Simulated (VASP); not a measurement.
# Gd (P6_3/mmc) in VASP: single point with RPBE

Aim: the single point of Gd with RPBE.

Program: VASP 6.6.1. These are calculated values, not measurements. Logs are shortened: lines on timing, memory, paths and dates and some standing lists are left out, and cuts for length are marked.

### 1 The cell of the first run

The structure is hexagonal, space group P6_3/mmc (No. 194). Conventional cell: a = 3.636 Å, b = 3.636 Å, c = 5.783 Å, α = 90.00°, β = 90.00°, γ = 120.00°. Gd (site symmetry -6m2) has 12 Gd at 3.57 to 3.64 Å within 4.7 Å.

### 2 Single point, RPBE, collinear spin, ferromagnetic start

The input, INCAR:

```
SYSTEM = Gd
PREC     = Accurate       ! precision mode
ENCUT    = 520            ! plane-wave cutoff, eV
EDIFF    = 1E-6           ! SCF threshold, eV
ISMEAR   = -1             ! smearing method
SIGMA    = 0.05           ! smearing width, eV
LREAL    = .False.        ! projectors in reciprocal space
LASPH    = .True.         ! aspherical terms in the spheres
NELM     = 150            ! most SCF steps
ALGO     = Normal         ! electronic algorithm
ISIF     = 2              ! what is computed and relaxed
LWAVE    = .False.        ! write WAVECAR
LCHARG   = .False.        ! write CHGCAR
ISPIN    = 2              ! spin polarisation
MAGMOM   = 7 7            ! initial moments
LORBIT   = 11             ! projections on sites
LMAXMIX  = 6              ! l up to which the mixer works
GGA      = RP             ! functional
NBANDS   = 29             ! bands
```

The input, KPOINTS:

```
regular mesh
0
Gamma
  8 8 5
  0 0 0
```

The input, POSCAR:

```
Gd
1.0
    3.6360000000      0.0000000000      0.0000000000
   -1.8180000000      3.1488683682      0.0000000000
    0.0000000000      0.0000000000      5.7826000000
Gd
2
Direct
    0.6666666667      0.3333333333      0.7500000000
    0.3333333333      0.6666666667      0.2500000000
```

Potentials or basis: VASP PAW PBE potentials, release 64 (Gd).

Started as:

```bash
$ cat potpaw_PBE.64/Gd/POTCAR > POTCAR
$ mpirun -np 1 vasp_std > vasp.out
```

OUTCAR:

```text
SYSTEM = Gd
   PREC = Accurate
   ENCUT = 520
   EDIFF = 1E-6
   ISMEAR = -1
   LREAL = .False.
   LASPH = .True.
   NELM = 150
   ISIF = 2
   ISPIN = 2
   LORBIT = 11
   GGA = RP

 ion  position               nearest neighbor table
   1  0.667  0.333  0.750-
   2  0.333  0.667  0.250-

  LATTYP: Found a hexagonal cell.
 ALAT       =     3.6360000000
 C/A-ratio  =     1.5903740374

  Lattice vectors:

 A1 = (   3.6360000000,   0.0000000000,   0.0000000000)
 A2 = (  -1.8180000000,   3.1488683682,   0.0000000000)
 A3 = (   0.0000000000,   0.0000000000,   5.7826000000)

Analysis of symmetry for initial positions (statically):
=====================================================================
 Subroutine PRICEL returns:
 Original cell was already a primitive cell.

 Routine SETGRP: Setting up the symmetry group for a
 hexagonal supercell.

 Subroutine GETGRP returns: Found 24 space group operations
 (whereof 12 operations were pure point group operations)
 out of a pool of 24 trial point group operations.

The static configuration has the point symmetry D_3d.
 The point group associated with its full space group is D_6h.

Analysis of symmetry for dynamics (positions and initial velocities):
=====================================================================
 Subroutine PRICEL returns:
 Original cell was already a primitive cell.

 Routine SETGRP: Setting up the symmetry group for a
 hexagonal supercell.

 Subroutine GETGRP returns: Found 24 space group operations
 (whereof 12 operations were pure point group operations)
 out of a pool of 24 trial point group operations.

The dynamic configuration has the point symmetry D_3d.
 The point group associated with its full space group is D_6h.

Analysis of structural, dynamic, and magnetic symmetry:
=====================================================================
 Subroutine PRICEL returns:
 Original cell was already a primitive cell.

 Routine SETGRP: Setting up the symmetry group for a
 hexagonal supercell.

 Subroutine GETGRP returns: Found 24 space group operations
 (whereof 12 operations were pure point group operations)
 out of a pool of 24 trial point group operations.

The overall configuration has the point symmetry D_3d.
 The point group associated with its full space group is D_6h.

 Subroutine INISYM returns: Found 24 space group operations
 (whereof 12 operations are pure point group operations),
 and found     1 'primitive' translations

----------------------------------------------------------------------------------------

                                     Primitive cell

  volume of cell :      66.2066

  direct lattice vectors                    reciprocal lattice vectors
     3.636000000  0.000000000  0.000000000     0.275027503  0.158787203  0.000000000
    -1.818000000  3.148868368  0.000000000     0.000000000  0.317574405  0.000000000
     0.000000000  0.000000000  5.782600000     0.000000000  0.000000000  0.172932591

  length of vectors
     3.636000000  3.636000000  5.782600000     0.317574405  0.317574405  0.172932591

  position of ions in fractional coordinates (direct lattice)
     0.666666667  0.333333333  0.750000000
     0.333333333  0.666666667  0.250000000

  ion indices of the primitive-cell ions
   primitive index   ion index
                 1           1
                 2           2

----------------------------------------------------------------------------------------

 KPOINTS: regular mesh

Automatic generation of k-mesh.
 Grid dimensions read from file:
 generate k-points for:    8    8    5

 Generating k-lattice:

  Cartesian coordinates                     Fractional coordinates (reciprocal lattice)
     0.034378438  0.019848400  0.000000000     0.125000000  0.000000000  0.000000000
     0.000000000  0.039696801  0.000000000     0.000000000  0.125000000  0.000000000
     0.000000000  0.000000000  0.034586518     0.000000000  0.000000000  0.200000000

  Length of vectors
     0.039696801  0.039696801  0.034586518

  Shift w.r.t. Gamma in fractional coordinates (k-lattice)
     0.000000000  0.000000000  0.000000000

 Subroutine IBZKPT returns following result:
 ===========================================

 Found     30 irreducible k-points:

 Following reciprocal coordinates:
            Coordinates               Weight
  0.000000  0.000000  0.000000      1.000000
  0.125000  0.000000  0.000000      6.000000
  0.250000  0.000000  0.000000      6.000000
  0.375000  0.000000  0.000000      6.000000
  0.500000  0.000000  0.000000      3.000000
  0.125000  0.125000  0.000000      6.000000
[... 16 lines left out ...]
  0.250000  0.000000  0.400000     12.000000
  0.375000  0.000000  0.400000     12.000000
 [... further k-points ...]
   k-points           NKPTS =     30   k-points in BZ     NKDIM =     30   number of bands    NBANDS=     29
   number of dos      NEDOS =    301   number of ions     NIONS =      2
   total plane-waves  NPLWV =  37632
   dimension x,y,z NGX =    28 NGY =   28 NGZ =   48
   dimension x,y,z NGXF=    56 NGYF=   56 NGZF=   96
   ions per type =               2
   NGX,Y,Z   is equivalent  to a cutoff of  12.80, 12.80, 13.80 a.u.
   NGXF,Y,Z  is equivalent  to a cutoff of  25.60, 25.60, 27.60 a.u.
 SYSTEM =  Gd
   PREC   = accura    normal or accurate (medium, high low for compatibility)
   ISTART =      0    job   : 0-new  1-cont  2-samecut
   ICHARG =      2    charge: 1-file 2-atom 10-const
   ISPIN  =      2    spin polarized calculation?
   LNONCOLLINEAR =      F non collinear calculations
   LSORBIT =      F    spin-orbit coupling
   LASPH  =      T    aspherical Exc in radial PAW
   ENCUT  =  520.0 eV  38.22 Ry    6.18 a.u.   6.76  6.76 10.75*2*pi/ulx,y,z
   NELM   =    150;   NELMIN=  2; NELMDL= -5     # of ELM steps
   EDIFF  = 0.1E-05   stopping-criterion for ELM
   LREAL  =      F    real-space projection
[... 7 lines left out ...]
   TEBEG  =    0.0;   TEEND  =   0.0 temperature during run
   PSTRESS=    0.0 pullay stress
   NELECT =      36.0000    total number of electrons
   NUPDOWN=      -1.0000    fix difference up-down
   EMIN   =  10.00;   EMAX   =-10.00  energy-range for DOS
   EFERMI =   0.00;   METHOD = LEGACY
   ISMEAR =    -1;   SIGMA  =   0.05  broadening in eV -4-tet -1-fermi 0-gaus
   EFERMI_NEDOS =   21; number of points for ismear=-14 and -15
   IALGO  =     38    algorithm
   IMIX   =      4    mixing-type and parameters
     AMIX     =   0.40;   BMIX     =  1.00
     AMIX_MAG =   1.60;   BMIX_MAG =  1.00
  volume/ion in A,a.u.               =      33.10       223.39
  Fermi-wavevector in a.u.,A,eV,Ry     =   1.336211  2.525073 24.292668  1.785461
  Thomas-Fermi vector in A             =   2.464856
   LORBIT       =     11    0 simple, 1 ext, 2 COOP (PROOUT), +10 PAW based schemes
   GGA     = RP    functional components
   LHFCALC =     F    Hartree Fock is set to
   AEXX    =    0.0000 exact exchange contribution
   IVDW    =     0    specifies the selected vdW correction
   LEPSILON=     F    determine dielectric tensor
   LRPA    =     F    only Hartree local field effects (RPA)
 spin polarized calculation
  energy-cutoff  :      520.00
  volume of cell :       66.21
 maximum number of plane-waves:      1796
 NGX is ok and might be reduce to    28
   NGX = 13   NGY = 13   NGZ = 21

 number of electron      36.0000005 magnetization      15.3011402

 Free energy of the ion-electron system (eV)
  ---------------------------------------------------
  ext. energy  EPLUGINS =         0.00000000
  ---------------------------------------------------
  free energy    TOTEN  =       -22.91478080 eV

  energy without entropy =      -22.88898806  energy(sigma->0) =      -22.90188443

 E-fermi :   3.0853     XC(G=0):  -9.8570

 val. band max:        3.0848609620   @ k =   0.5000   0.0000   0.2000
 cond. band min:       3.0925973978   @ k =   0.2500   0.0000   0.0000
 fundamental gap:      0.0077364358
 Fermi energy:         3.0852607023

 spin component 1

 k-point     1 :       0.0000    0.0000    0.0000
  band No.  band energies     occupation
      1     -42.3145      1.00000
      2     -42.2459      1.00000
      3     -20.0370      1.00000
      4     -19.4246      1.00000
      5     -19.4246      1.00000
      6     -19.3194      1.00000
[... 21 lines left out ...]
     28       4.5766      0.00000
     29       5.0371      0.00000
[... 705 lines left out ...]
 k-point    24 :       0.3750    0.0000    0.4000
  band No.  band energies     occupation
      1     -42.2545      1.00000
      2     -42.2442      1.00000
      3     -19.9287      1.00000
      4     -19.8769      1.00000
      5     -19.5449      1.00000
      6     -19.4959      1.00000
[... 21 lines left out ...]
     28       4.3065      0.00000
     29       5.1540      0.00000

 [... further k-points ...]

 spin component 2

 k-point     1 :       0.0000    0.0000    0.0000
  band No.  band energies     occupation
      1     -39.0081      1.00000
      2     -38.9218      1.00000
      3     -17.7821      1.00000
      4     -17.0420      1.00000
      5     -17.0420      1.00000
      6     -16.9191      1.00000
[... 21 lines left out ...]
     28       5.8106      0.00000
     29       6.2695      0.00000
[... 705 lines left out ...]
 k-point    24 :       0.3750    0.0000    0.4000
  band No.  band energies     occupation
      1     -38.9323      1.00000
      2     -38.9193      1.00000
      3     -17.6513      1.00000
      4     -17.5894      1.00000
      5     -17.1910      1.00000
      6     -17.1294      1.00000
[... 21 lines left out ...]
     28       5.5454      0.00000
     29       6.3094      0.00000

 [... further k-points ...]

------------------------ aborting loop because EDIFF is reached ----------------------------------------

  FORCE on cell =-STRESS in cart. coord.  units (eV):
  Direction    XX          YY          ZZ          XY          YZ          ZX
  --------------------------------------------------------------------------------------
  -------------------------------------------------------------------------------------
  Total        0.7675815      0.7675815      0.9272878      0.0000000      0.0000000     -0.0000000
  in kB       18.5752026     18.5752026     22.4400393      0.0000000      0.0000000     -0.0000000
  external PRESSURE =      19.8634815 kB  Pullay stress =       0.0000000 kB

 VOLUME and BASIS-vectors are now :
 -----------------------------------------------------------------------------
  energy-cutoff  :      520.00
  volume of cell :       66.21
      direct lattice vectors                 reciprocal lattice vectors
     3.636000000  0.000000000  0.000000000     0.275027503  0.158787203  0.000000000
    -1.818000000  3.148868368  0.000000000     0.000000000  0.317574405  0.000000000
     0.000000000  0.000000000  5.782600000     0.000000000  0.000000000  0.172932591

 POSITION                                       TOTAL-FORCE (eV/Angst)
 -----------------------------------------------------------------------------------
      1.81800      1.04962      4.33695        -0.000000      0.000000      0.000000
     -0.00000      2.09925      1.44565         0.000000     -0.000000      0.000000
 -----------------------------------------------------------------------------------
    total drift:                                0.000000     -0.000000      0.000000

  FREE ENERGIE OF THE ION-ELECTRON SYSTEM (eV)
  ---------------------------------------------------
  free  energy   TOTEN  =       -22.9147808036 eV

  energy  without entropy=      -22.8889880605  energy(sigma->0) =      -22.90188443

 total charge

# of ion       s       p       d       f       tot
--------------------------------------------------
    1        2.073   5.582   0.569   6.976  15.200
    2        2.073   5.582   0.569   6.976  15.200
--------------------------------------------------
tot          4.147  11.163   1.138  13.951  30.399

 magnetization (x)

# of ion       s       p       d       f       tot
--------------------------------------------------
    1        0.004  -0.058   0.218   6.830   6.993
    2        0.004  -0.058   0.218   6.830   6.993
--------------------------------------------------
tot          0.007  -0.116   0.435  13.660  13.987
```

Run time: 6 min. Hardware: 1 thread of Oxide Virtual Turin-like, shared host; peak memory 0.24 GiB.

What came out:

- Free energy: -22.9148 eV
- Pressure: 2.0 GPa
- Net moment: 15.30 μB per cell
- Site moments: Gd +6.99 μB
- Valence electrons inside the program's atomic spheres: Gd 15.20

Levels at points of the mesh, in eV from the Fermi level:
Spin up:
```tsv
k point	band 23	band 24	band 25	band 26	band 27	band 28	band 29
(0.00, 0.00, 0.00)	-4.87	-2.52	0.98	1.33	1.33	1.49	1.95
(0.50, 0.00, 0.00)	-2.21	-1.76	-1.31	-0.16	1.06	1.06	1.77
```
Spin down:
```tsv
k point	band 7	band 8	band 9	band 10	band 11	band 12	band 13	band 14
(0.00, 0.00, 0.00)	-20.00	-20.00	-4.14	-1.39	0.36	0.39	0.44	0.50
(0.50, 0.00, 0.00)	-20.21	-20.10	-1.01	-0.90	-0.59	0.40	0.46	0.52
```

Caveat: the PAW data sets were made with another functional, which shifts forces and pressure a little; spin-orbit coupling is left out, which moves the levels of the heavy elements; semilocal functionals describe open f shells poorly, which spoils levels, moments and volumes. The state reached can hang on the start; a lower one may exist.
